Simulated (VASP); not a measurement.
# HfN (Imm2) in VASP: a series of runs

The runs below take HfN through single point, with PBE.

All numbers are computed with VASP 6.6.1; they aren't measurements. Logs are shortened: lines on timing, memory, paths and dates and some standing lists are left out, and cuts for length are marked.

### 1 The cell of the first run

The structure is orthorhombic, space group Imm2 (No. 44). The conventional cell has a = 3.195 Å, b = 4.518 Å, c = 3.195 Å, α = 90.00°, β = 90.00°, γ = 90.00°. Within 2.9 Å of Hf (site symmetry mm2) lie 6 N at 2.19 to 2.33 Å. Within 2.9 Å of N (site symmetry mm2) lie 6 Hf at 2.19 to 2.33 Å.

### 2 Single point, PBE

Contents of INCAR:

```
  PREC = Accurate
  ENCUT = 520
  EDIFF = 1E-6
  ISMEAR = 0
  SIGMA = 0.15
  LREAL = False
  LASPH = True
  NELM = 60
  ALGO = Normal
  ISIF = 2
  LWAVE = False
  LCHARG = False
  GGA = PE
  NBANDS = 14
```

Contents of KPOINTS:

```
regular mesh
0
Gamma
  18 18 18
```

Contents of POSCAR:

```
HfN
1.0
    0.0000000000      2.2590000000      2.2590000000
    2.2590000000      0.0000000000      2.2590000000
    2.2590000000      2.2590000000      0.0000000000
Hf N
1 1
Direct
    0.0000000000      0.0000000000      0.0000000000
    0.5313017610      0.5000000000      0.5000000000
```

Potentials or basis: VASP PAW PBE potentials, release 64 (Hf_pv, N).

Run with:

```
> cat potpaw_PBE.64/Hf_pv/POTCAR potpaw_PBE.64/N/POTCAR > POTCAR
> mpirun -np 1 vasp_std > vasp.out
```

OUTCAR:

```text
PREC = Accurate
   ENCUT = 520
   EDIFF = 1E-6
   ISMEAR = 0
   LREAL = False
   LASPH = True
   NELM = 60
   ISIF = 2
   GGA = PE

 ion  position               nearest neighbor table
   1  0.000  0.000  0.000-   2 2.19   2 2.19   2 2.26   2 2.26   2 2.33   2 2.33
   2  0.531  0.500  0.500-   1 2.19   1 2.19   1 2.26   1 2.26   1 2.33   1 2.33

  LATTYP: Found a face centered cubic cell.
 ALAT       =     4.5180000000

  Lattice vectors:

 A1 = (   0.0000000000,   2.2590000000,   2.2590000000)
 A2 = (   2.2590000000,   0.0000000000,   2.2590000000)
 A3 = (   2.2590000000,   2.2590000000,   0.0000000000)

Analysis of symmetry for initial positions (statically):
=====================================================================
 Subroutine PRICEL returns:
 Original cell was already a primitive cell.

 Routine SETGRP: Setting up the symmetry group for a
 face centered cubic supercell.

 Subroutine GETGRP returns: Found  4 space group operations
 (whereof  4 operations were pure point group operations)
 out of a pool of 48 trial point group operations.

The static configuration has the point symmetry C_2v.

Analysis of symmetry for dynamics (positions and initial velocities):
=====================================================================
 Subroutine PRICEL returns:
 Original cell was already a primitive cell.

 Routine SETGRP: Setting up the symmetry group for a
 face centered cubic supercell.

 Subroutine GETGRP returns: Found  4 space group operations
 (whereof  4 operations were pure point group operations)
 out of a pool of 48 trial point group operations.

The dynamic configuration has the point symmetry C_2v.

 Subroutine INISYM returns: Found  4 space group operations
 (whereof  4 operations are pure point group operations),
 and found     1 'primitive' translations

----------------------------------------------------------------------------------------

                                     Primitive cell

  volume of cell :      23.0557

  direct lattice vectors                    reciprocal lattice vectors
     0.000000000  2.259000000  2.259000000    -0.221336875  0.221336875  0.221336875
     2.259000000  0.000000000  2.259000000     0.221336875 -0.221336875  0.221336875
     2.259000000  2.259000000  0.000000000     0.221336875  0.221336875 -0.221336875

  length of vectors
     3.194708437  3.194708437  3.194708437     0.383366713  0.383366713  0.383366713

  position of ions in fractional coordinates (direct lattice)
     0.000000000  0.000000000  0.000000000
     0.531301761  0.500000000  0.500000000

  ion indices of the primitive-cell ions
   primitive index   ion index
                 1           1
                 2           2

----------------------------------------------------------------------------------------

 KPOINTS: regular mesh

Automatic generation of k-mesh.
 Grid dimensions read from file:
 generate k-points for:   18   18   18

 Generating k-lattice:

  Cartesian coordinates                     Fractional coordinates (reciprocal lattice)
    -0.012296493  0.012296493  0.012296493     0.055555556  0.000000000  0.000000000
     0.012296493 -0.012296493  0.012296493     0.000000000  0.055555556  0.000000000
     0.012296493  0.012296493 -0.012296493     0.000000000  0.000000000  0.055555556

  Length of vectors
     0.021298151  0.021298151  0.021298151

  Shift w.r.t. Gamma in fractional coordinates (k-lattice)
     0.000000000  0.000000000  0.000000000

 Subroutine IBZKPT returns following result:
 ===========================================

 Found    865 irreducible k-points:

 Following reciprocal coordinates:
            Coordinates               Weight
  0.000000  0.000000  0.000000      1.000000
  0.055556  0.000000  0.000000      4.000000
  0.000000  0.055556  0.000000      4.000000
  0.111111  0.000000  0.000000      4.000000
  0.000000  0.111111  0.000000      4.000000
  0.166667  0.000000  0.000000      4.000000
[... 16 lines left out ...]
  0.000000  0.111111  0.055556      4.000000
  0.055556  0.000000  0.111111      8.000000
 [... further k-points ...]
   k-points           NKPTS =    865   k-points in BZ     NKDIM =    865   number of bands    NBANDS=     14
   number of dos      NEDOS =    301   number of ions     NIONS =      2
   total plane-waves  NPLWV =  13824
   dimension x,y,z NGX =    24 NGY =   24 NGZ =   24
   dimension x,y,z NGXF=    48 NGYF=   48 NGZF=   48
   ions per type =               1   1
   NGX,Y,Z   is equivalent  to a cutoff of  12.49, 12.49, 12.49 a.u.
   NGXF,Y,Z  is equivalent  to a cutoff of  24.98, 24.98, 24.98 a.u.
 SYSTEM =  unknown system
   PREC   = accura    normal or accurate (medium, high low for compatibility)
   ISTART =      0    job   : 0-new  1-cont  2-samecut
   ICHARG =      2    charge: 1-file 2-atom 10-const
   ISPIN  =      1    spin polarized calculation?
   LNONCOLLINEAR =      F non collinear calculations
   LSORBIT =      F    spin-orbit coupling
   LASPH  =      T    aspherical Exc in radial PAW
   ENCUT  =  520.0 eV  38.22 Ry    6.18 a.u.   5.94  5.94  5.94*2*pi/ulx,y,z
   NELM   =     60;   NELMIN=  2; NELMDL= -5     # of ELM steps
   EDIFF  = 0.1E-05   stopping-criterion for ELM
   LREAL  =      F    real-space projection
   EDIFFG = 0.1E-04   stopping-criterion for IOM
   NSW    =      0    number of steps for IOM
   IBRION =     -1    ionic relax: 0-MD 1-quasi-New 2-CG
   NFREE  =      0    steps in history (QN), initial steepest desc. (CG)
   ISIF   =      2    stress and relaxation
   ISYM   =      2    0-nonsym 1-usesym 2-fastsym
   POTIM  = 0.5000    time-step for ionic-motion
   TEBEG  =    0.0;   TEEND  =   0.0 temperature during run
   PSTRESS=    0.0 pullay stress
   NELECT =      15.0000    total number of electrons
   NUPDOWN=      -1.0000    fix difference up-down
   EMIN   =  10.00;   EMAX   =-10.00  energy-range for DOS
   EFERMI =   0.00;   METHOD = LEGACY
   ISMEAR =     0;   SIGMA  =   0.15  broadening in eV -4-tet -1-fermi 0-gaus
   EFERMI_NEDOS =   21; number of points for ismear=-14 and -15
   IALGO  =     38    algorithm
   IMIX   =      4    mixing-type and parameters
     AMIX     =   0.40;   BMIX     =  1.00
     AMIX_MAG =   1.60;   BMIX_MAG =  1.00
  volume/ion in A,a.u.               =      11.53        77.79
  Fermi-wavevector in a.u.,A,eV,Ry     =   1.418553  2.680677 27.378918  2.012294
  Thomas-Fermi vector in A             =   2.539667
   LORBIT       =      0    0 simple, 1 ext, 2 COOP (PROOUT), +10 PAW based schemes
   GGA     = PE    functional components
   LHFCALC =     F    Hartree Fock is set to
   AEXX    =    0.0000 exact exchange contribution
   IVDW    =     0    specifies the selected vdW correction
   LEPSILON=     F    determine dielectric tensor
   LRPA    =     F    only Hartree local field effects (RPA)
 non-spin polarized calculation
 Gauss-broadening in eV      SIGMA  =   0.15
  energy-cutoff  :      520.00
  volume of cell :       23.06
 maximum number of plane-waves:       636
   NGX = 11   NGY = 11   NGZ = 11

 number of electron      14.9999999 magnetization

 Free energy of the ion-electron system (eV)
  ---------------------------------------------------
  ext. energy  EPLUGINS =         0.00000000
  ---------------------------------------------------
  free energy    TOTEN  =       -21.69872254 eV

  energy without entropy =      -21.69142326  energy(sigma->0) =      -21.69507290

 E-fermi :   8.3753     XC(G=0): -12.7281

 val. band max:        8.3692074484   @ k =   0.0000   0.4444   0.1667
 cond. band min:       8.3756378583   @ k =   0.0556   0.0000  -0.1667
 fundamental gap:      0.0064304099
 Fermi energy:         8.3752684093

 k-point     1 :       0.0000    0.0000    0.0000
  band No.  band energies     occupation
      1     -22.7649      2.00000
      2     -22.7570      2.00000
      3     -22.7535      2.00000
      4      -9.1262      2.00000
      5       5.1767      2.00000
      6       5.2017      2.00000
      7       5.2359      2.00000
      8       8.0398      1.99844
      9       8.2181      1.86165
     10       8.2310      1.82624
     11      10.1581      0.00000
     12      10.4221      0.00000
     13      10.5230      0.00000
     14      17.9261      0.00000

 k-point     2 :       0.0556    0.0000    0.0000
  band No.  band energies     occupation
      1     -22.7941      2.00000
      2     -22.7597      2.00000
      3     -22.7589      2.00000
      4      -9.0549      2.00000
      5       4.8259      2.00000
      6       5.0607      2.00000
      7       5.0998      2.00000
      8       8.1422      1.97199
      9       8.2170      1.86445
     10       8.3494      1.19297
     11      10.3908      0.00000
     12      10.6834      0.00000
     13      10.7572      0.00000
     14      18.1713      0.00000

 k-point     3 :       0.0000    0.0556    0.0000
  band No.  band energies     occupation
      1     -22.7891      2.00000
      2     -22.7666      2.00000
      3     -22.7573      2.00000
      4      -9.0545      2.00000
      5       4.7696      2.00000
      6       5.0482      2.00000
      7       5.1935      2.00000
      8       8.0562      1.99737
      9       8.2468      1.77432
     10       8.3661      1.06902
     11      10.3771      0.00000
     12      10.6712      0.00000
     13      10.7979      0.00000
     14      18.1700      0.00000

 k-point     4 :       0.1111    0.0000    0.0000
  band No.  band energies     occupation
      1     -22.8842      2.00000
      2     -22.7673      2.00000
      3     -22.7671      2.00000
      4      -8.8483      2.00000
      5       4.1168      2.00000
      6       4.6292      2.00000
      7       4.6854      2.00000
      8       8.3272      1.34938
      9       8.4222      0.65809
     10       8.5696      0.06699
     11      11.0026      0.00000
     12      11.3537      0.00000
     13      11.3865      0.00000
     14      18.8636      0.00000

 k-point     5 :       0.0000    0.1111    0.0000
  band No.  band energies     occupation
      1     -22.8800      2.00000
      2     -22.7744      2.00000
      3     -22.7651      2.00000
      4      -8.8466      2.00000
      5       4.0486      2.00000
      6       4.6346      2.00000
      7       4.8052      2.00000
      8       8.1620      1.95561
      9       8.4703      0.37003
     10       8.5919      0.04107
     11      10.9681      0.00000
[... 276 lines left out ...]
 k-point    22 :       0.1111    0.0556    0.0000
  band No.  band energies     occupation
      1     -22.8608      2.00000
      2     -22.7781      2.00000
      3     -22.7690      2.00000
      4      -8.8741      2.00000
      5       4.0273      2.00000
      6       4.7650      2.00000
      7       4.9002      2.00000
      8       7.8823      2.00000
      9       8.6968      0.00243
     10       8.7493      0.00042
     11      10.6010      0.00000
     12      10.8122      0.00000
     13      11.9559      0.00000
     14      18.7899      0.00000

 k-point    23 :       0.0000    0.1111    0.0556
  band No.  band energies     occupation
      1     -22.8540      2.00000
      2     -22.7850      2.00000
      3     -22.7692      2.00000
      4      -8.8742      2.00000
      5       3.9909      2.00000
      6       4.7548      2.00000
      7       4.9944      2.00000
      8       7.8880      2.00000
      9       8.6019      0.03265
     10       8.7207      0.00113
     11      10.5978      0.00000
     12      10.9085      0.00000
     13      11.9307      0.00000
     14      18.7875      0.00000

 k-point    24 :       0.0556    0.0000    0.1111
  band No.  band energies     occupation
      1     -22.8568      2.00000
      2     -22.7807      2.00000
      3     -22.7711      2.00000
      4      -8.8728      2.00000
      5       3.9951      2.00000
      6       4.7977      2.00000
      7       4.9415      2.00000
      8       7.8391      2.00000
      9       8.6495      0.00973
     10       8.7657      0.00023
     11      10.5996      0.00000
     12      10.8227      0.00000
     13      11.9784      0.00000
     14      18.7865      0.00000

 [... further k-points ...]
[... 5 lines left out ...]
  --------------------------------------------------------------------------------------
  -------------------------------------------------------------------------------------
  Total        0.4514270      0.7213044      0.7213044      0.0000000     -0.0458127      0.0000000
  in kB       31.3703568     50.1245461     50.1245461      0.0000000     -3.1835930      0.0000000
  external PRESSURE =      43.8731497 kB  Pullay stress =       0.0000000 kB

 VOLUME and BASIS-vectors are now :
 -----------------------------------------------------------------------------
  energy-cutoff  :      520.00
  volume of cell :       23.06
      direct lattice vectors                 reciprocal lattice vectors
     0.000000000  2.259000000  2.259000000    -0.221336875  0.221336875  0.221336875
     2.259000000  0.000000000  2.259000000     0.221336875 -0.221336875  0.221336875
     2.259000000  2.259000000  0.000000000     0.221336875  0.221336875 -0.221336875

 POSITION                                       TOTAL-FORCE (eV/Angst)
 -----------------------------------------------------------------------------------
      0.00000      0.00000      0.00000        -0.000000      0.829200      0.829200
      2.25900      2.32971      2.32971         0.000000     -0.829200     -0.829200
 -----------------------------------------------------------------------------------
    total drift:                                0.000000     -0.000012     -0.000012

  FREE ENERGIE OF THE ION-ELECTRON SYSTEM (eV)
  ---------------------------------------------------
  free  energy   TOTEN  =       -21.6987225435 eV

  energy  without entropy=      -21.6914232619  energy(sigma->0) =      -21.69507290
```

Wall time 76 s (1 thread of Intel Xeon 6975P-C (Granite Rapids), shared host); peak memory 0.38 GiB.

What came out:

| Property | Result |
| --- | --- |
| Free energy | -21.6987 eV |
| Pressure | 4.4 GPa |
| Largest force | 1.173 eV/Å |

Forces on the atoms (eV/Å):
```
Hf   0.000  0.829  0.829
N    0.000 -0.829 -0.829
```

Levels at points of the mesh, in eV from the Fermi level:
| k point | band 5 | band 6 | band 7 | band 8 | band 9 | band 10 | band 11 | band 12 |
| --- | --- | --- | --- | --- | --- | --- | --- | --- |
| (0.00, 0.00, 0.00) | -3.20 | -3.17 | -3.14 | -0.34 | -0.16 | -0.14 | 1.78 | 2.05 |
| (0.50, 0.00, 0.00) | -8.86 | -6.20 | -6.17 | 3.22 | 3.70 | 3.73 | 4.52 | 8.77 |
| (0.00, 0.50, 0.00) | -8.87 | -6.16 | -6.12 | 3.25 | 3.58 | 3.70 | 4.44 | 8.67 |
| (0.50, 0.50, 0.00) | -5.40 | -4.26 | -3.70 | -3.21 | 4.15 | 5.52 | 5.54 | 5.54 |
| (0.00, 0.50, 0.50) | -5.41 | -4.46 | -3.73 | -2.97 | 4.17 | 5.52 | 5.53 | 5.54 |

Caveat: the cell differs from its parent crystal (all N atoms moved -0.100 Å, as atom 2 towards its neighbour atom 2 (N) at 3.195 Å); spin-orbit coupling is left out, which moves the levels of the heavy elements; forces of over 1 eV/Å act on the atoms, so gaps and moduli don't describe the material at rest.

### 3 Single point, PBE

Contents of INCAR:

```
SYSTEM = HfN
PREC = Accurate ; ENCUT = 520
EDIFF = 1E-6 ; ISMEAR = 0
SIGMA = 0.15 ; LREAL = .False.
LASPH = .True. ; NELM = 60
ALGO = Normal ; ISIF = 2
LWAVE = .False. ; LCHARG = .True.
GGA = PE ; LELF = .True.
LVHAR = .True. ; NBANDS = 14
```

Contents of KPOINTS:

```
Automatic mesh
0
Gamma
  18 18 18
  0 0 0
```

POSCAR: that of step 2 with these lines changed.

```diff
@@ -9,2 +9,2 @@
     0.0000000000      0.0000000000      0.0000000000
-    0.5313017610      0.5000000000      0.5000000000
+    0.4843491195      0.5000000000      0.5000000000
```

Potentials or basis: VASP PAW PBE potentials, release 64 (Hf_pv, N).

Run with:

```
> cat potpaw_PBE.64/Hf_pv/POTCAR potpaw_PBE.64/N/POTCAR > POTCAR
> mpirun -np 1 vasp_std > vasp.out
```

It took 70 s on 1 thread of Intel Xeon 6975P-C (Granite Rapids), shared host; peak memory 0.38 GiB.

It converged, with:

```yaml
Free_energy: -21.7428 eV
Pressure: 3.4 GPa
Largest_force: 0.590 eV/Å
```

Forces in eV/Å, atoms in the order of the input:
```
Hf   0.000 -0.417 -0.417
N    0.000  0.417  0.417
```

Stress tensor (GPa, compression positive):
```
 3.07  0.00  0.00
 0.00  3.53 -0.08
 0.00 -0.08  3.53
```

Levels at points of the mesh, in eV from the Fermi level:
```
           k point  band 4  band 5  band 6  band 7  band 8  band 9  band 10  band 11  band 12  band 13
(0.00, 0.00, 0.00)  -17.50   -3.07   -3.06   -3.05   -0.34   -0.29    -0.29     1.80     1.99     2.02
(0.50, 0.00, 0.00)  -14.79   -8.88   -6.18   -6.18    3.27    3.71     3.71     4.46     8.82     8.85
(0.00, 0.50, 0.00)  -14.79   -8.88   -6.18   -6.17    3.28    3.68     3.71     4.43     8.80     8.84
(0.50, 0.50, 0.00)  -16.41   -5.41   -4.01   -3.69   -3.48    4.12     5.53     5.53     5.58     7.87
(0.00, 0.50, 0.50)  -16.41   -5.41   -4.12   -3.70   -3.36    4.12     5.53     5.53     5.58     8.01
```

Caveat: the cell differs from its parent crystal (all N atoms moved +0.050 Å, as atom 2 towards its neighbour atom 2 (N) at 3.195 Å); spin-orbit coupling is left out, which moves the levels of the heavy elements.
